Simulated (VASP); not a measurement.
# CdTe (Fm-3m) in VASP: further runs

Aim: see how the results for CdTe move with the level of theory and the settings. Levels: r2SCAN, PBEsol. Tasks: electric field gradients.

Everything below comes from runs of VASP 6.6.1. Logs are shortened: lines on timing, memory, paths and dates and some standing lists are left out, and cuts for length are marked.

## Step 1: The cell of the first run

It takes space group Fm-3m (No. 225, cubic). The conventional cell has a = 6.133 Å, b = 6.133 Å, c = 6.133 Å, α = 90.00°, β = 90.00°, γ = 90.00°. Within 4.0 Å of Cd (site symmetry m-3m) lie 6 Te at 3.07 Å. Te (site symmetry m-3m) has 6 Cd at 3.07 Å within 4.0 Å.

## Step 2: Electric field gradients, r2SCAN

POSCAR

```
CdTe
1.0
    0.0000000000      3.0665640000      3.0665640000
    3.0665640000      0.0000000000      3.0665640000
    3.0665640000      3.0665640000      0.0000000000
Cd Te
1 1
Direct
    0.0000000000      0.0000000000      0.0000000000
    0.5000000000      0.5000000000      0.5000000000
```

INCAR.step1

```
PREC = Accurate
ENCUT = 520
ISMEAR = -1
SIGMA = 0.05
LREAL = False
LASPH = True
NELM = 80
NBANDS = 16
GGA = PE
ALGO = Normal
EDIFF = 1E-4
LWAVE = True
LCHARG = False
```

INCAR.step2

```
PREC = Accurate
ENCUT = 520
EDIFF = 1E-8
ISMEAR = -1
SIGMA = 0.05
LREAL = False
LASPH = True
NELM = 80
ALGO = Normal
ISIF = 2
LWAVE = False
LCHARG = False
METAGGA = R2SCAN
LMIXTAU = True
LEFG = True
NBANDS = 16
ISTART = 1
```

KPOINTS

```
regular mesh
0
Gamma
  10 10 10
```

Potentials or basis: VASP PAW PBE potentials, release 64 (Cd, Te).

The run is started by

```sh
cat potpaw_PBE.64/Cd/POTCAR potpaw_PBE.64/Te/POTCAR > POTCAR
cp INCAR.step1 INCAR
mpirun -np 1 vasp_std > vasp.out
cp INCAR.step2 INCAR
mpirun -np 1 vasp_std > vasp.out
```

OUTCAR:

```text
PREC = Accurate
   ENCUT = 520
   EDIFF = 1E-8
   ISMEAR = -1
   LREAL = False
   LASPH = True
   NELM = 80
   ISIF = 2
   METAGGA = R2SCAN
   ISTART = 1

 ion  position               nearest neighbor table
   1  0.000  0.000  0.000-   2 3.07   2 3.07   2 3.07   2 3.07   2 3.07   2 3.07
   2  0.500  0.500  0.500-   1 3.07   1 3.07   1 3.07   1 3.07   1 3.07   1 3.07

  LATTYP: Found a face centered cubic cell.
 ALAT       =     6.1331280000

  Lattice vectors:

 A1 = (   0.0000000000,   3.0665640000,   3.0665640000)
 A2 = (   3.0665640000,   0.0000000000,   3.0665640000)
 A3 = (   3.0665640000,   3.0665640000,   0.0000000000)

Analysis of symmetry for initial positions (statically):
=====================================================================
 Subroutine PRICEL returns:
 Original cell was already a primitive cell.

 Routine SETGRP: Setting up the symmetry group for a
 face centered cubic supercell.

 Subroutine GETGRP returns: Found 48 space group operations
 (whereof 48 operations were pure point group operations)
 out of a pool of 48 trial point group operations.

The static configuration has the point symmetry O_h .

Analysis of symmetry for dynamics (positions and initial velocities):
=====================================================================
 Subroutine PRICEL returns:
 Original cell was already a primitive cell.

 Routine SETGRP: Setting up the symmetry group for a
 face centered cubic supercell.

 Subroutine GETGRP returns: Found 48 space group operations
 (whereof 48 operations were pure point group operations)
 out of a pool of 48 trial point group operations.

The dynamic configuration has the point symmetry O_h .

 Subroutine INISYM returns: Found 48 space group operations
 (whereof 48 operations are pure point group operations),
 and found     1 'primitive' translations

----------------------------------------------------------------------------------------

                                     Primitive cell

  volume of cell :      57.6748

  direct lattice vectors                    reciprocal lattice vectors
     0.000000000  3.066564000  3.066564000    -0.163048937  0.163048937  0.163048937
     3.066564000  0.000000000  3.066564000     0.163048937 -0.163048937  0.163048937
     3.066564000  3.066564000  0.000000000     0.163048937  0.163048937 -0.163048937

  length of vectors
[... 114 lines left out ...]
  energy-cutoff  :      520.00
  volume of cell :       57.67
 maximum number of plane-waves:      1588
   NGX = 17   NGY = 17   NGZ = 17

 number of electron      18.0000008 magnetization

 Free energy of the ion-electron system (eV)
  ---------------------------------------------------
  ext. energy  EPLUGINS =         0.00000000
  ---------------------------------------------------
  free energy    TOTEN  =       -46.30577115 eV

  energy without entropy =      -46.29977181  energy(sigma->0) =      -46.30277148

 E-fermi :   3.6193     XC(G=0): -10.1374

 val. band max:        3.5806860675   @ k =  -0.2000   0.1000   0.0000
 cond. band min:       3.6215582254   @ k =  -0.3000   0.1000   0.0000
 fundamental gap:      0.0408721580
 Fermi energy:         3.6192943523

 k-point     1 :       0.0000    0.0000    0.0000
  band No.  band energies     occupation
      1      -8.2545      2.00000
      2      -5.0096      2.00000
      3      -5.0096      2.00000
      4      -4.9679      2.00000
      5      -4.9679      2.00000
      6      -4.9679      2.00000
[... 433 lines left out ...]
      3      -4.9918      2.00000
      4      -4.8964      2.00000
      5      -4.8816      2.00000
      6      -4.6963      2.00000
[... 8 lines left out ...]
     15      15.7603      0.00000
     16      16.3453      0.00000

 [... further k-points ...]
[... 5 lines left out ...]
  --------------------------------------------------------------------------------------
  -------------------------------------------------------------------------------------
  Total       -0.3893652     -0.3893652     -0.3893652      0.0000000      0.0000000      0.0000000
  in kB      -10.8163713    -10.8163713    -10.8163713      0.0000000      0.0000000      0.0000000
  external PRESSURE =     -10.8163713 kB  Pullay stress =       0.0000000 kB

 VOLUME and BASIS-vectors are now :
 -----------------------------------------------------------------------------
  energy-cutoff  :      520.00
  volume of cell :       57.67
      direct lattice vectors                 reciprocal lattice vectors
     0.000000000  3.066564000  3.066564000    -0.163048937  0.163048937  0.163048937
     3.066564000  0.000000000  3.066564000     0.163048937 -0.163048937  0.163048937
     3.066564000  3.066564000  0.000000000     0.163048937  0.163048937 -0.163048937

 POSITION                                       TOTAL-FORCE (eV/Angst)
 -----------------------------------------------------------------------------------
      0.00000      0.00000      0.00000        -0.000000      0.000000      0.000000
      3.06656      3.06656      3.06656         0.000000     -0.000000     -0.000000
 -----------------------------------------------------------------------------------
    total drift:                                0.000000     -0.000000     -0.000000

  FREE ENERGIE OF THE ION-ELECTRON SYSTEM (eV)
  ---------------------------------------------------
  free  energy   TOTEN  =       -46.3057711545 eV

  energy  without entropy=      -46.2997718104  energy(sigma->0) =      -46.30277148

 Electric field gradients (V/A^2)
---------------------------------------------------------------------
 ion       V_xx      V_yy      V_zz      V_xy      V_xz      V_yz
---------------------------------------------------------------------
   1      -0.000    -0.000     0.000    -0.002    -0.002    -0.002
   2      -0.000    -0.000     0.000     0.000     0.000     0.000
---------------------------------------------------------------------

 Electric field gradients after diagonalization (V/A^2)
 (convention: |V_zz| > |V_xx| > |V_yy|)
----------------------------------------------------------------------
 ion       V_xx      V_yy      V_zz     asymmetry (V_yy - V_xx)/ V_zz
----------------------------------------------------------------------
   1       0.002     0.002    -0.004       0.000
   2      -0.000    -0.000     0.000       0.000
----------------------------------------------------------------------

           NMR quadrupolar parameters

 Cq : quadrupolar parameter    Cq=e*Q*V_zz/h
 eta: asymmetry parameters     (V_yy - V_xx)/ V_zz
 Q  : nuclear electric quadrupole moment in mb (millibarn)
----------------------------------------------------------------------
 ion       Cq(MHz)       eta       Q (mb)
----------------------------------------------------------------------
   1      -0.000       0.000       1.000
   2       0.000       0.000       1.000
----------------------------------------------------------------------
```

OUTCAR.step1:

```text
PREC = Accurate
   ENCUT = 520
   ISMEAR = -1
   LREAL = False
   LASPH = True
[... 676 lines left out ...]
      0.00000      0.00000      0.00000         0.000000      0.000000     -0.000000
      3.06656      3.06656      3.06656        -0.000000     -0.000000      0.000000
 -----------------------------------------------------------------------------------
    total drift:                                0.000000     -0.000000     -0.000000

  FREE ENERGIE OF THE ION-ELECTRON SYSTEM (eV)
  ---------------------------------------------------
  free  energy   TOTEN  =        -4.4569926171 eV

  energy  without entropy=       -4.4495000492  energy(sigma->0) =       -4.45324633
```

Wall time 2.2 min (1 thread of AMD EPYC 9R45 (Zen 5), shared host); peak memory 0.19 GiB.

What came out:

| Item | Value |
| --- | --- |
| Free energy | -46.3058 eV |
| Pressure | -1.1 GPa |
| Band gap on the k mesh | zero (band 9 reaches 3.65 eV, above the bottom of band 10 at 2.65 eV) |

Caveat: without QUAD_EFG the Cq values of the log hold for a quadrupole moment of 1 mb, not for the nuclei; the PAW data sets were made with another functional, which shifts forces and pressure a little; spin-orbit coupling is left out, which moves the levels of the heavy elements.

## Step 3: Electric field gradients, PBEsol

This run uses another cell than the first one, of 18.74 Å³/atom, 0.650 times its volume.

INCAR

```
PREC     = Accurate       # precision mode
ENCUT    = 400            # plane-wave cutoff, eV
EDIFF    = 1E-8           # SCF threshold, eV
ISMEAR   = -1             # smearing method
SIGMA    = 0.05           # smearing width, eV
LREAL    = False          # projectors in reciprocal space
LASPH    = True           # aspherical terms in the spheres
NELM     = 120            # most SCF steps
ALGO     = Normal         # electronic algorithm
ISIF     = 2              # what is computed and relaxed
LWAVE    = False          # write WAVECAR
LCHARG   = False          # write CHGCAR
GGA      = PS             # functional
LEFG     = True         
NBANDS   = 16             # bands
GGA_COMPAT= False
```

KPOINTS

```
Automatic mesh
0
Gamma
  10 10 10
```

POSCAR

```
CdTe
1.0
    0.0000000000      2.6563776558      2.6563776558
    2.6563776558      0.0000000000      2.6563776558
    2.6563776558      2.6563776558      0.0000000000
Cd Te
1 1
Direct
    0.0000000000      0.0000000000      0.0000000000
    0.5000000000      0.5000000000      0.5000000000
```

Potentials or basis: VASP PAW PBE potentials, release 64 (Cd, Te).

The run is started by

```sh
cat potpaw_PBE.64/Cd/POTCAR potpaw_PBE.64/Te/POTCAR > POTCAR
mpirun -np 1 vasp_std > vasp.out
```

OUTCAR:

```text
PREC = Accurate
   ENCUT = 400
   EDIFF = 1E-8
   ISMEAR = -1
   LREAL = False
   LASPH = True
   NELM = 120
   ISIF = 2
   GGA = PS

 ion  position               nearest neighbor table
   1  0.000  0.000  0.000-   2 2.66   2 2.66   2 2.66   2 2.66   2 2.66   2 2.66
   2  0.500  0.500  0.500-   1 2.66   1 2.66   1 2.66   1 2.66   1 2.66   1 2.66

  LATTYP: Found a face centered cubic cell.
 ALAT       =     5.3127553116

  Lattice vectors:

 A1 = (   0.0000000000,   2.6563776558,   2.6563776558)
 A2 = (   2.6563776558,   0.0000000000,   2.6563776558)
 A3 = (   2.6563776558,   2.6563776558,   0.0000000000)

Analysis of symmetry for initial positions (statically):
[... 666 lines left out ...]
  free  energy   TOTEN  =        -3.3851990855 eV

  energy  without entropy=       -3.3792610357  energy(sigma->0) =       -3.38223006

 Electric field gradients (V/A^2)
---------------------------------------------------------------------
 ion       V_xx      V_yy      V_zz      V_xy      V_xz      V_yz
---------------------------------------------------------------------
   1      -0.000    -0.000    -0.000    -0.001    -0.001    -0.001
   2       0.000    -0.000     0.000     0.000     0.000     0.000
---------------------------------------------------------------------

 Electric field gradients after diagonalization (V/A^2)
 (convention: |V_zz| > |V_xx| > |V_yy|)
----------------------------------------------------------------------
 ion       V_xx      V_yy      V_zz     asymmetry (V_yy - V_xx)/ V_zz
----------------------------------------------------------------------
   1       0.001     0.001    -0.002       0.000
   2      -0.000    -0.000     0.000       0.000
----------------------------------------------------------------------

           NMR quadrupolar parameters

 Cq : quadrupolar parameter    Cq=e*Q*V_zz/h
 eta: asymmetry parameters     (V_yy - V_xx)/ V_zz
 Q  : nuclear electric quadrupole moment in mb (millibarn)
----------------------------------------------------------------------
 ion       Cq(MHz)       eta       Q (mb)
----------------------------------------------------------------------
   1      -0.000       0.000       1.000
   2       0.000       0.000       1.000
----------------------------------------------------------------------
```

OSZICAR:

```text
N       E                     dE             d eps       ncg     rms          rms(c)
DAV:   1     0.883632000494E+02    0.88363E+02   -0.78308E+03  1600   0.862E+02
DAV:   2    -0.147984334521E+01   -0.89843E+02   -0.86120E+02  1888   0.233E+02
DAV:   3    -0.369317935790E+01   -0.22133E+01   -0.22108E+01  1832   0.378E+01
DAV:   4    -0.370420659238E+01   -0.11027E-01   -0.11027E-01  1896   0.269E+00
DAV:   5    -0.370434928302E+01   -0.14269E-03   -0.14269E-03  1880   0.279E-01    0.153E+01
DAV:   6    -0.341190397854E+01    0.29245E+00   -0.48625E-01  1888   0.122E+01    0.110E+01
DAV:   7    -0.338798437144E+01    0.23920E-01   -0.16371E-01  1808   0.318E+00    0.238E+00
DAV:   8    -0.338548420216E+01    0.25002E-02   -0.20090E-02  1688   0.198E+00    0.879E-01
DAV:   9    -0.338520321714E+01    0.28099E-03   -0.13890E-03  1856   0.358E-01    0.180E-01
DAV:  10    -0.338519867192E+01    0.45452E-05   -0.66086E-05  1888   0.797E-02    0.430E-02
DAV:  11    -0.338519980705E+01   -0.11351E-05   -0.11263E-05  1872   0.414E-02    0.256E-02
DAV:  12    -0.338519921223E+01    0.59482E-06   -0.24352E-06  1672   0.236E-02    0.451E-03
DAV:  13    -0.338519904223E+01    0.17000E-06   -0.34240E-07  1968   0.391E-03    0.113E-02
DAV:  14    -0.338519907323E+01   -0.31004E-07   -0.11088E-07  1640   0.352E-03    0.195E-03
DAV:  15    -0.338519909311E+01   -0.19877E-07   -0.14656E-08  1488   0.731E-04    0.518E-04
DAV:  16    -0.338519908551E+01    0.75993E-08   -0.41324E-10   912   0.196E-04
   1 F= -.33851991E+01 E0= -.33822301E+01  d E =-.593805E-02
```

stdout:

```text
POSCAR found type information on POSCAR CdTe
 POSCAR found :  2 types and       2 ions
 scaLAPACK will be used
 -----------------------------------------------------------------------------
|                                                                             |
|                                                                             |
|     You enforced a specific xc type in the INCAR file but a different       |
|     I HOPE YOU KNOW WHAT YOU ARE DOING!                                     |
|                                                                             |
 -----------------------------------------------------------------------------

 LDA part: xc-table for (Slater+PW92), standard interpolation
 POSCAR, INCAR and KPOINTS ok, starting setup
 FFT: planning ... GRIDC
 FFT: planning ... GRID_SOFT
 FFT: planning ... GRID
 WAVECAR not read
 entering main loop
ion   1

ion   2
```

It took 24 s on 1 thread of Intel Xeon 6975P-C, shared host; peak memory 0.17 GiB.

Results:

| Property | Result |
| --- | --- |
| Free energy | -3.3852 eV |
| Pressure | 50.7 GPa |
| Band gap on the k mesh | zero (band 9 reaches 9.48 eV, above the bottom of band 10 at 7.54 eV) |

Caveat: without QUAD_EFG the Cq values of the log hold for a quadrupole moment of 1 mb, not for the nuclei; the PAW data sets were made with another functional, which shifts forces and pressure a little; spin-orbit coupling is left out, which moves the levels of the heavy elements.

[end of part 1 of 2]
